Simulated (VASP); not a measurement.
# Bi (P6_3/mmc) in VASP: relaxation of cell and atoms with PBEsol

Aim: the relaxation of cell and atoms of Bi with PBEsol.

Program: VASP 6.6.1. These are calculated values, not measurements. Logs are shortened: lines on timing, memory, paths and dates and some standing lists are left out, and cuts for length are marked.

### 1 The cell of the first run

It takes space group P6_3/mmc (No. 194, hexagonal). Conventional cell: a = 3.573 Å, b = 3.573 Å, c = 5.788 Å, α = 90.00°, β = 90.00°, γ = 120.00°. Within 4.7 Å of Bi (site symmetry -6m2) lie 12 Bi at 3.55 to 3.57 Å.

This isn't the form of Bi at room conditions, which is rhombohedral.

### 2 Relaxation of cell and atoms, PBEsol

Input file INCAR:

```
SYSTEM = Bi
ALGO = Normal
EDIFF = 1E-6
EDIFFG = -0.005
ENCUT = 600
GGA = PS
IBRION = 2
ISIF = 3
ISMEAR = -1
LASPH = .True.
LCHARG = .False.
LREAL = .False.
LWAVE = .False.
NELM = 60
NSW = 60
PREC = Accurate
SIGMA = 0.1
```

Input file KPOINTS:

```
k-points
0
Gamma
  12 12 7
  0 0 0
```

Input file POSCAR:

```
Bi
1.0
    3.5730967501      0.0000000000      0.0000000000
   -1.7865483750      3.0943925557      0.0000000000
    0.0000000000      0.0000000000      5.7884167351
Bi
2
Direct
    0.3333333333      0.6666666667      0.2500000000
    0.6666666667      0.3333333333      0.7500000000
```

Potentials or basis: VASP PAW PBE potentials, release 64 (Bi_d).

The run is started by

```bash
cat potpaw_PBE.64/Bi_d/POTCAR > POTCAR
mpirun -np 1 vasp_std > vasp.out
```

OUTCAR:

```text
SYSTEM = Bi
   EDIFF = 1E-6
   EDIFFG = -0.005
   ENCUT = 600
   GGA = PS
   IBRION = 2
   ISIF = 3
   ISMEAR = -1
   LASPH = .True.
   LREAL = .False.
   NELM = 60
   NSW = 60
   PREC = Accurate

 ion  position               nearest neighbor table
   1  0.333  0.667  0.250-   2 3.55   2 3.55   2 3.55   2 3.55   2 3.55   2 3.55
   2  0.667  0.333  0.750-   1 3.55   1 3.55   1 3.55   1 3.55   1 3.55   1 3.55

  LATTYP: Found a hexagonal cell.
 ALAT       =     3.5730967501
 C/A-ratio  =     1.6200000000

  Lattice vectors:

 A1 = (   3.5730967501,   0.0000000000,   0.0000000000)
 A2 = (  -1.7865483750,   3.0943925557,   0.0000000000)
 A3 = (   0.0000000000,   0.0000000000,   5.7884167351)

Analysis of symmetry for initial positions (statically):
=====================================================================
 Subroutine PRICEL returns:
 Original cell was already a primitive cell.

 Routine SETGRP: Setting up the symmetry group for a
 hexagonal supercell.

 Subroutine GETGRP returns: Found 24 space group operations
 (whereof 12 operations were pure point group operations)
 out of a pool of 24 trial point group operations.

The static configuration has the point symmetry D_3d.
 The point group associated with its full space group is D_6h.

Analysis of symmetry for dynamics (positions and initial velocities):
=====================================================================
 Subroutine PRICEL returns:
 Original cell was already a primitive cell.

 Routine SETGRP: Setting up the symmetry group for a
 hexagonal supercell.

 Subroutine GETGRP returns: Found 24 space group operations
 (whereof 12 operations were pure point group operations)
 out of a pool of 24 trial point group operations.

The dynamic configuration has the point symmetry D_3d.
 The point group associated with its full space group is D_6h.

 Subroutine INISYM returns: Found 24 space group operations
 (whereof 12 operations are pure point group operations),
 and found     1 'primitive' translations

----------------------------------------------------------------------------------------

                                     Primitive cell

  volume of cell :      64.0000

  direct lattice vectors                    reciprocal lattice vectors
     3.573096750  0.000000000  0.000000000     0.279869276  0.161582602  0.000000000
    -1.786548375  3.094392556  0.000000000     0.000000000  0.323165204  0.000000000
     0.000000000  0.000000000  5.788416735     0.000000000  0.000000000  0.172758812

  length of vectors
     3.573096750  3.573096750  5.788416735     0.323165204  0.323165204  0.172758812

  position of ions in fractional coordinates (direct lattice)
     0.333333333  0.666666667  0.250000000
     0.666666667  0.333333333  0.750000000

  ion indices of the primitive-cell ions
   primitive index   ion index
                 1           1
                 2           2

----------------------------------------------------------------------------------------

 KPOINTS: k-points

Automatic generation of k-mesh.
 Grid dimensions read from file:
 generate k-points for:   12   12    7

 Generating k-lattice:

  Cartesian coordinates                     Fractional coordinates (reciprocal lattice)
     0.023322440  0.013465217  0.000000000     0.083333333  0.000000000  0.000000000
     0.000000000  0.026930434  0.000000000     0.000000000  0.083333333  0.000000000
     0.000000000  0.000000000  0.024679830     0.000000000  0.000000000  0.142857143

  Length of vectors
     0.026930434  0.026930434  0.024679830

  Shift w.r.t. Gamma in fractional coordinates (k-lattice)
     0.000000000  0.000000000  0.000000000

 Subroutine IBZKPT returns following result:
 ===========================================

 Found     76 irreducible k-points:

 Following reciprocal coordinates:
            Coordinates               Weight
  0.000000  0.000000  0.000000      1.000000
  0.083333 -0.000000  0.000000      6.000000
  0.166667  0.000000  0.000000      6.000000
  0.250000 -0.000000  0.000000      6.000000
  0.333333 -0.000000  0.000000      6.000000
  0.416667 -0.000000  0.000000      6.000000
[... 16 lines left out ...]
  0.250000 -0.000000  0.142857     12.000000
  0.333333 -0.000000  0.142857     12.000000
 [... further k-points ...]
   k-points           NKPTS =     76   k-points in BZ     NKDIM =     76   number of bands    NBANDS=     19
   number of dos      NEDOS =    301   number of ions     NIONS =      2
   total plane-waves  NPLWV =  43200
   dimension x,y,z NGX =    30 NGY =   30 NGZ =   48
   dimension x,y,z NGXF=    60 NGYF=   60 NGZF=   96
   ions per type =               2
   NGX,Y,Z   is equivalent  to a cutoff of  13.96, 13.96, 13.79 a.u.
   NGXF,Y,Z  is equivalent  to a cutoff of  27.92, 27.92, 27.57 a.u.
 SYSTEM =  Bi
   PREC   = accura    normal or accurate (medium, high low for compatibility)
   ISTART =      0    job   : 0-new  1-cont  2-samecut
   ICHARG =      2    charge: 1-file 2-atom 10-const
   ISPIN  =      1    spin polarized calculation?
   LNONCOLLINEAR =      F non collinear calculations
   LSORBIT =      F    spin-orbit coupling
   LASPH  =      T    aspherical Exc in radial PAW
   ENCUT  =  600.0 eV  44.10 Ry    6.64 a.u.   7.14  7.14 11.56*2*pi/ulx,y,z
   NELM   =     60;   NELMIN=  2; NELMDL= -5     # of ELM steps
   EDIFF  = 0.1E-05   stopping-criterion for ELM
   LREAL  =      F    real-space projection
   EDIFFG = -.5E-02   stopping-criterion for IOM
   NSW    =     60    number of steps for IOM
   IBRION =      2    ionic relax: 0-MD 1-quasi-New 2-CG
   NFREE  =      1    steps in history (QN), initial steepest desc. (CG)
   ISIF   =      3    stress and relaxation
   ISYM   =      2    0-nonsym 1-usesym 2-fastsym
   POTIM  = 0.5000    time-step for ionic-motion
   TEBEG  =    0.0;   TEEND  =   0.0 temperature during run
   PSTRESS=    0.0 pullay stress
   NELECT =      30.0000    total number of electrons
   NUPDOWN=      -1.0000    fix difference up-down
   EMIN   =  10.00;   EMAX   =-10.00  energy-range for DOS
   EFERMI =   0.00;   METHOD = LEGACY
   ISMEAR =    -1;   SIGMA  =   0.10  broadening in eV -4-tet -1-fermi 0-gaus
   EFERMI_NEDOS =   21; number of points for ismear=-14 and -15
   IALGO  =     38    algorithm
   IMIX   =      4    mixing-type and parameters
     AMIX     =   0.40;   BMIX     =  1.00
     AMIX_MAG =   1.60;   BMIX_MAG =  1.00
  volume/ion in A,a.u.               =      32.00       215.95
  Fermi-wavevector in a.u.,A,eV,Ry     =   1.271711  2.403186 22.004023  1.617250
  Thomas-Fermi vector in A             =   2.404630
   LORBIT       =      0    0 simple, 1 ext, 2 COOP (PROOUT), +10 PAW based schemes
   GGA     = PS    functional components
   LHFCALC =     F    Hartree Fock is set to
   AEXX    =    0.0000 exact exchange contribution
   IVDW    =     0    specifies the selected vdW correction
   LEPSILON=     F    determine dielectric tensor
   LRPA    =     F    only Hartree local field effects (RPA)
 conjugate gradient relaxation of ions
 non-spin polarized calculation
  energy-cutoff  :      600.00
  volume of cell :       64.00
 maximum number of plane-waves:      2158
 NGX is ok and might be reduce to    30
   NGX = 15   NGY = 15   NGZ = 23

--------------------------------------- Ionic step        1  -------------------------------------------

 number of electron      29.9999999 magnetization

 Free energy of the ion-electron system (eV)
  ---------------------------------------------------
  ext. energy  EPLUGINS =         0.00000000
  ---------------------------------------------------
  free energy    TOTEN  =        -8.38781236 eV

  energy without entropy =       -8.33736801  energy(sigma->0) =       -8.36259019

------------------------ aborting loop because EDIFF is reached ----------------------------------------

  FORCE on cell =-STRESS in cart. coord.  units (eV):
  Direction    XX          YY          ZZ          XY          YZ          ZX
  --------------------------------------------------------------------------------------
  -------------------------------------------------------------------------------------
  Total       -1.3803019     -1.3803019     -1.0347870     -0.0000000      0.0000000      0.0000000
  in kB      -34.5545060    -34.5545060    -25.9048785     -0.0000000      0.0000000      0.0000000
  external PRESSURE =     -31.6712968 kB  Pullay stress =       0.0000000 kB
[... 89 lines left out ...]
  FREE ENERGIE OF THE ION-ELECTRON SYSTEM (eV)
  ---------------------------------------------------
  free  energy   TOTEN  =        -8.4286102899 eV

  energy  without entropy=       -8.3806544893  energy(sigma->0) =       -8.40463239

[... ionic steps 4 to 8 ...]

--------------------------------------- Ionic step        9  -------------------------------------------

 number of electron      29.9999993 magnetization

------------------------ aborting loop because EDIFF is reached ----------------------------------------

  FORCE on cell =-STRESS in cart. coord.  units (eV):
  Direction    XX          YY          ZZ          XY          YZ          ZX
  --------------------------------------------------------------------------------------
  -------------------------------------------------------------------------------------
  Total        0.0713310      0.0713310      0.0628815      0.0000000      0.0000000      0.0000000
  in kB        1.9005359      1.9005359      1.6754094      0.0000000      0.0000000      0.0000000
  external PRESSURE =       1.8254937 kB  Pullay stress =       0.0000000 kB
[... 57 lines left out ...]
  energy  without entropy=       -8.3978611656  energy(sigma->0) =       -8.41733748

--------------------------------------- Ionic step       11  -------------------------------------------

 number of electron      29.9999993 magnetization

 Free energy of the ion-electron system (eV)
  ---------------------------------------------------
  ext. energy  EPLUGINS =         0.00000000
  ---------------------------------------------------
  free energy    TOTEN  =        -8.43729600 eV

  energy without entropy =       -8.39844814  energy(sigma->0) =       -8.41787207

 E-fermi :   8.2314     XC(G=0): -10.5891

 val. band max:        8.2311414009   @ k =   0.4167   0.1667   0.2857
 cond. band min:       8.2405885537   @ k =   0.2500   0.2500   0.2857
 fundamental gap:      0.0094471528
 Fermi energy:         8.2313973220

 k-point     1 :       0.0000    0.0000    0.0000
  band No.  band energies     occupation
      1     -14.8198      2.00000
      2     -14.8021      2.00000
      3     -14.7961      2.00000
      4     -14.7961      2.00000
      5     -14.7878      2.00000
      6     -14.7878      2.00000
[... 11 lines left out ...]
     18      13.6596      0.00000
     19      15.9062      0.00000
[... 489 lines left out ...]
      3     -14.7970      2.00000
      4     -14.7610      2.00000
      5     -14.7335      2.00000
      6     -14.7188      2.00000
[... 11 lines left out ...]
     18      12.0097      0.00000
     19      13.8627      0.00000

 [... further k-points ...]

------------------------ aborting loop because EDIFF is reached ----------------------------------------

  FORCE on cell =-STRESS in cart. coord.  units (eV):
  Direction    XX          YY          ZZ          XY          YZ          ZX
  --------------------------------------------------------------------------------------
  -------------------------------------------------------------------------------------
  Total        0.0065572      0.0065572      0.0009482      0.0000000     -0.0000000      0.0000000
  in kB        0.1741886      0.1741886      0.0251896      0.0000000     -0.0000000      0.0000000
  external PRESSURE =       0.1245223 kB  Pullay stress =       0.0000000 kB
[... 17 lines left out ...]
  FREE ENERGIE OF THE ION-ELECTRON SYSTEM (eV)
  ---------------------------------------------------
  free  energy   TOTEN  =        -8.4372959991 eV

  energy  without entropy=       -8.3984481366  energy(sigma->0) =       -8.41787207

 reached required accuracy - stopping structural energy minimisation
```

Wall time 5.1 min (1 thread of Intel Xeon 6975P-C (Granite Rapids), shared host); peak memory 0.26 GiB.

Results:

* Free energy: -8.4373 eV
* Relaxed volume: 30.16 Å³/atom
* Relaxed cell: a = 3.440 Å, b = 3.440 Å, c = 5.884 Å, α = 90.00°, β = 90.00°, γ = 120.00°
* Space group after relaxing (to 0.1 Å): P6_3/mmc (No. 194)
* Energy gained by relaxing: 24.7 meV/atom
* Ionic steps: 11
* Pressure after relaxing: 0.0 GPa
* Band gap on the k mesh: zero (bands 15 and 16 overlap by 7.17 eV)

Step by step:
| step | energy change (eV) | largest force (eV/Å) | pressure (GPa) | volume (Å³) |
| --- | --- | --- | --- | --- |
| 1 | 0.0000 | 0.0000 | -3.17 | 64.00 |
| 2 | -0.0295 | 0.0000 | 2.09 | 58.32 |
| 3 | -0.0408 | 0.0000 | 0.04 | 60.17 |
| 4 | -0.0426 | 0.0000 | 0.06 | 60.17 |
| 5 | -0.0479 | 0.0000 | 0.10 | 60.16 |
| 6 | -0.0428 | 0.0000 | 0.42 | 60.07 |
| 7 | -0.0492 | 0.0000 | 0.15 | 60.14 |
| 8 | -0.0494 | 0.0000 | 0.18 | 60.13 |
| 9 | -0.0494 | 0.0000 | 0.18 | 60.13 |
| 10 | -0.0490 | 0.0000 | -0.39 | 60.70 |
| 11 | -0.0495 | 0.0000 | 0.01 | 60.31 |

Final structure:
```
Bi
1.0
     3.44032    0.00000    0.00000
    -1.72016    2.97941    0.00000
     0.00000    0.00000    5.88409
Bi
2
Direct
  0.33333 0.66667 0.25000
  0.66667 0.33333 0.75000
```

Caveat: the PAW data sets were made with another functional, which shifts forces and pressure a little; spin-orbit coupling is left out, which moves the levels of the heavy elements.
